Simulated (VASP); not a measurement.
Wanted: the native input for a VASP 6.6.1 run.

```yaml
Task: single point
Functional: r2SCAN
Potentials_or_basis: VASP PAW PBE potentials, release 64 (Fe)
Cutoff: 520 eV
k_mesh: 12 × 6 × 12
Occupations: fermi-dirac, width 0.1 eV
Spin: collinear spin, ferromagnetic start
Starting_moments: "[5.6, 5.6] μB"
Dipole_correction: no
Further_INCAR_settings: ALGO = Normal; EDIFF = 1e-07; NBANDS = 19
```

The system is Fe.

```xyz
2
Lattice="0.0000 1.7845 1.7845 3.5690 0.0000 3.5690 1.7845 1.7845 0.0000" Properties=species:S:1:pos:R:3 pbc="T T T"
Fe    0.0000    0.0000    0.0000
Fe    1.7845    0.0000    1.7845
```

This isn't the form of Fe at room conditions, which is bcc.

One way to write it, as run:

POSCAR

```
Fe
1.0
    0.0000000000      1.7845000000      1.7845000000
    3.5690000000      0.0000000000      3.5690000000
    1.7845000000      1.7845000000      0.0000000000
Fe
2
Direct
    0.0000000000      0.0000000000      0.0000000000
    0.0000000000      0.5000000000      0.0000000000
```

INCAR.step1

```
SYSTEM = Fe
ALGO     = Normal         ! electronic algorithm
EDIFF    = 1E-4           ! SCF threshold, eV
ENCUT    = 520            ! plane-wave cutoff, eV
GGA      = PE             ! functional
ISMEAR   = -1             ! smearing method
ISPIN    = 2              ! spin polarisation
LASPH    = .TRUE.         ! aspherical terms in the spheres
LCHARG   = .FALSE.        ! write CHGCAR
LMAXMIX  = 4              ! l up to which the mixer works
LREAL    = .FALSE.        ! projectors in reciprocal space
LWAVE    = .TRUE.         ! write WAVECAR
MAGMOM   = 5.6 5.6        ! initial moments
NBANDS   = 19             ! bands
NELM     = 150            ! most SCF steps
PREC     = Accurate       ! precision mode
SIGMA    = 0.1            ! smearing width, eV
```

INCAR.step2

```
SYSTEM = Fe
ALGO     = Normal         ! electronic algorithm
EDIFF    = 1E-7           ! SCF threshold, eV
ENCUT    = 520            ! plane-wave cutoff, eV
ISIF     = 2              ! what is computed and relaxed
ISMEAR   = -1             ! smearing method
ISPIN    = 2              ! spin polarisation
ISTART   = 1            
LASPH    = .TRUE.         ! aspherical terms in the spheres
LCHARG   = .FALSE.        ! write CHGCAR
LMAXMIX  = 4              ! l up to which the mixer works
LMIXTAU  = .TRUE.       
LORBIT   = 11             ! projections on sites
LREAL    = .FALSE.        ! projectors in reciprocal space
LWAVE    = .FALSE.        ! write WAVECAR
MAGMOM   = 5.6 5.6        ! initial moments
METAGGA  = R2SCAN         ! meta-GGA
NBANDS   = 19             ! bands
NELM     = 150            ! most SCF steps
PREC     = Accurate       ! precision mode
SIGMA    = 0.1            ! smearing width, eV
```

KPOINTS

```
k-points
0
G
  12 6 12
  0 0 0
```

Potentials or basis: VASP PAW PBE potentials, release 64 (Fe).

Launch:

```sh
$ cat potpaw_PBE.64/Fe/POTCAR > POTCAR
$ cp INCAR.step1 INCAR
$ mpirun -np 1 vasp_std > vasp.out
$ cp INCAR.step2 INCAR
$ mpirun -np 1 vasp_std > vasp.out
```

It gave:

| Item | Value |
| --- | --- |
| Pressure | 12.5 GPa |
| Net moment | 5.47 μB per cell |
| Site moments | Fe +2.77 μB |
| Valence electrons inside the program's atomic spheres | Fe 7.28 |

Caveat: the cell stands under pressure; the PAW data sets were made with another functional, which shifts forces and pressure a little.

It took 3.7 min on 1 thread of Intel(R) Xeon(R) Platinum 8488C (Sapphire Rapids), on a shared host, peak memory 0.2 GiB.
